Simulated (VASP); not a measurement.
MgBeZnCdTe4: single point with PBE

Crystal: MgBeZnCdTe4.

```xyz
24
Lattice="6.5478 3.7789 -0.0283 -0.0475 7.5873 7.1927 6.5940 -3.9118 7.2750" Properties=species:S:1:pos:R:3 pbc="T T T"
Be    6.6363   -1.2928    7.1800
Be    8.8219    2.4414    7.3102
Be    8.6556    5.0286   10.8841
Mg    2.2161    1.1929    3.5902
Mg    6.5379    1.2205   10.7464
Mg    4.3600    5.1030    3.3689
Zn    4.3041    2.6227   -0.0455
Zn    4.3449    4.9713   11.0630
Zn    6.6555    1.1238    3.7551
Cd    4.4103    2.3683    7.3192
Cd    2.0981    6.4035    7.1758
Cd    6.5329    6.2136    7.3288
Te    6.6526    6.3475    2.3511
Te   10.6630    6.2434   10.1257
Te    8.8030    2.3332    2.7775
Te    8.7255    2.7241    9.8188
Te    6.5868    6.1452   10.1587
Te    4.5267    2.4025    2.6446
Te    8.7211    4.6866    6.3408
Te    6.3463    8.8334    6.2278
Te   10.9746    1.3549    6.5306
Te    4.2940    4.9514    6.1622
Te    8.5892    5.1476   13.4142
Te    6.8336    1.0908    6.4645
```

```json
{
  "Program": "VASP 6.6.1",
  "Task": "single point",
  "Functional": "PBE",
  "Potentials or basis": "VASP PAW PBE potentials, release 64 (Be, Mg, Zn, Cd, Te)",
  "Cutoff": "520 eV",
  "k mesh": "2 × 2 × 2, shifted",
  "Occupations": "gaussian, width 0.1 eV",
  "Spin": "no spin polarisation",
  "Dipole correction": "no",
  "Further INCAR settings": "LREAL = Auto; ALGO = Normal; EDIFF = 1e-06; NBANDS = 96; ISYM = 0"
}
```

```json
{
 "Pressure": "0.1 GPa",
 "Largest force": "0.022 eV/Å",
 "Band gap on the k mesh": "2.25 eV"
}
```

Forces on the atoms (eV/Å):
```
Be   0.003  0.000 -0.001
Be  -0.002 -0.006 -0.003
Be   0.002 -0.002  0.003
Mg   0.001  0.004 -0.002
Mg   0.000  0.002  0.000
Mg  -0.001 -0.003  0.009
Zn  -0.007  0.002  0.004
Zn  -0.002  0.004  0.004
Zn   0.003  0.004  0.004
Cd  -0.001 -0.011  0.004
Cd  -0.002 -0.001 -0.004
Cd   0.006  0.004  0.004
Te   0.001  0.002  0.010
Te   0.011 -0.006  0.002
Te  -0.004  0.012  0.005
Te   0.003 -0.010  0.013
Te  -0.010 -0.002  0.006
Te  -0.010  0.004  0.007
Te   0.000 -0.005 -0.015
Te  -0.002  0.001 -0.021
Te   0.010 -0.004 -0.003
Te  -0.003  0.004 -0.021
Te   0.000  0.005 -0.005
Te   0.003  0.004 -0.001
```

Levels at points of the mesh, in eV from the valence-band top:
| k point | band 75 | band 76 | band 77 | band 78 | band 79 | band 80 | band 81 | band 82 |
| --- | --- | --- | --- | --- | --- | --- | --- | --- |
| (0.25, 0.25, 0.25) | -0.68 | -0.60 | -0.08 | 0.00 | 2.25 | 2.42 | 2.70 | 2.77 |

Wall time 12 min on 1 thread of AMD EPYC 7R13 Processor (Zen 3) (shared host), peak memory 0.82 GiB.

Caveat: spin-orbit coupling is left out, which moves the levels of the heavy elements; a shifted mesh leaves out Γ, where band edges can lie. A k mesh can miss the band edges.
